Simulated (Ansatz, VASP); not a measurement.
Co in VASP and in Ansatz

```xyz
2
Lattice="2.4267 0.0000 0.0000 -1.2134 2.1016 0.0000 0.0000 0.0000 3.9200" Properties=species:S:1:pos:R:3 pbc="T T T"
Co    0.0000    1.4011    0.9800
Co    1.2134    0.7005    2.9400
```

Alike in both runs: functional LDA; k mesh 9 × 9 × 6; occupations gaussian, width 0.1 eV; collinear spin.

Ansatz relaxed the structure, and its values are those at the end. VASP's run is a single point on that final structure, the one shown.

```csv
,VASP,Ansatz
version,VASP 6.6.1,Ansatz 0.2.0
potentials or method,"VASP PAW LDA potentials, release 64 (Co), cutoff 520 eV","scalar-relativistic, plane waves, PAW"
valence electrons in the cell,18,34
```

|  | VASP | Ansatz | Ansatz less VASP |
| --- | --- | --- | --- |
| gap on the k mesh at the Fermi level (eV) | none | none | - |
| pressure (GPa) | -0.9 | 0.0 | +0.89 |
| net moment per atom (μB) | 1.49 | 1.49 | +0.006 |
| size of the moment on the site where the two differ most (μB) | 1.48 | 1.54 | +0.059 |

LDA's correlation is that of Perdew and Zunger in VASP and of Perdew and Wang (1992) in Ansatz. Site moments also hang on the region over which each program counts them. A gap of «none» marks a metal or a gap that the smearing closes. VASP's potentials hold 18 valence electrons a cell and Ansatz's 34, so a difference there can come from the potentials and not from the codes.
